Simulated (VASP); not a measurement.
Input of a VASP 6.6.1 run:

Contents of POSCAR:

```
CsPbBr3
1.0
    6.0595198116      0.0000000000      0.0000000000
    0.0000000000      6.0595198116      0.0000000000
    0.0000000000      0.0000000000      6.0595198116
Cs Pb Br
1 1 3
Direct
    0.0000000000      0.0000000000      0.0000000000
    0.5000000000      0.5000000000      0.5000000000
    0.5000000000      0.5000000000      0.0000000000
    0.5000000000      0.0000000000      0.5000000000
    0.0000000000      0.5000000000      0.5000000000
```

File INCAR.step1:

```
PREC = Accurate
ENCUT = 520
ISMEAR = 0
SIGMA = 0.01
LREAL = F
LASPH = T
NELM = 80
NBANDS = 30
GGA = PE
ALGO = Normal
EDIFF = 1E-4
LWAVE = T
LCHARG = F
```

INCAR.step2

```
PREC = Accurate
ENCUT = 520
EDIFF = 1E-7
ISMEAR = 0
SIGMA = 0.01
LREAL = F
LASPH = T
NELM = 80
ALGO = Normal
ISIF = 2
LWAVE = F
LCHARG = F
METAGGA = R2SCAN
LMIXTAU = T
NBANDS = 30
ISTART = 1
```

The input KPOINTS:

```
Automatic mesh
0
Gamma
  4 4 4
```

Potentials or basis: VASP PAW PBE potentials, release 64 (Cs_sv, Pb_d, Br).

Launch:

```console
$ cat potpaw_PBE.64/Cs_sv/POTCAR potpaw_PBE.64/Pb_d/POTCAR potpaw_PBE.64/Br/POTCAR > POTCAR
$ cp INCAR.step1 INCAR
$ mpirun -np 1 vasp_std > vasp.out
$ cp INCAR.step2 INCAR
$ mpirun -np 1 vasp_std > vasp.out
```

(1) Estimate the pressure.

(2) What does it give for the band gap on the k mesh?

Answers

(1) -1.1 GPa.

(2) 2.26 eV, direct.

Caveat: the PAW data sets were made with another functional, which shifts forces and pressure a little; spin-orbit coupling is left out, which moves the levels of the heavy elements.
